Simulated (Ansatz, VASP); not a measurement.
# InAs: VASP beside Ansatz

The input INCAR:

```
PREC = Accurate
ENCUT = 600
EDIFF = 1E-6
ISMEAR = -1
SIGMA = 0.05
LREAL = F
LASPH = T
NELM = 80
ALGO = Normal
ISIF = 3
LWAVE = F
LCHARG = F
GGA = RE
IVDW = 12
IBRION = 2
NSW = 80
EDIFFG = -0.01
```

The input KPOINTS:

```
Automatic mesh
0
Gamma
  8 8 8
```

The input POSCAR:

```
InAs
1.0
    0.0000000000      3.0180000000      3.0180000000
    3.0180000000      0.0000000000      3.0180000000
    3.0180000000      3.0180000000      0.0000000000
In As
1 1
Direct
    0.0000000000      0.0000000000      0.0000000000
    0.7500000000      0.7500000000      0.7500000000
```

input.yaml

```yaml
crystal:
  lattice:
    - [0.0, 3.018, 3.018]
    - [3.018, 0.0, 3.018]
    - [3.018, 3.018, 0.0]
  atoms:
    - { symbol: In, position: [0.0, 0.0, 0.0] }
    - { symbol: As, position: [0.75, 0.75, 0.75] }
kpoints:
  mp_grid: { grid: [8, 8, 8] }
scf:
  occupations: { method: fermi_dirac, width: 0.05 }
hamiltonian:
  xc: revpbe
  dispersion: d3bj
  pseudopotentials: { kind: all_electron, lapw: { basis_error: 0.001 } }
output:
  forces: true
  stress: true
relax:
  f_tol: 0.01
  max_steps: 60
  cell: {}
```

Alike in both runs: task relaxation of cell and atoms; functional revPBE; dispersion D3(BJ); k mesh 8 × 8 × 8; occupations fermi-dirac, width 0.05 eV; no spin polarisation.

```csv
,VASP,Ansatz
version,VASP 6.6.1,Ansatz 0.2.0
potentials or method,"VASP PAW PBE potentials, release 64 (In_d, As), cutoff 600 eV","all-electron LAPW, scalar-relativistic"
```

VASP gave:

| Quantity | Value |
| --- | --- |
| relaxed volume (Å³/atom) | 28.25 |
| relaxed cell length with the largest relative difference (Å) | 4.307 |

Q: What did Ansatz give for the same quantities?

A: Relaxed volume (Å³/atom): 28.23; relaxed cell length with the largest relative difference (Å): 4.306.

VASP's potentials were made for PBE, not for revPBE. Ansatz ran all-electron here, and VASP with PAW potentials.
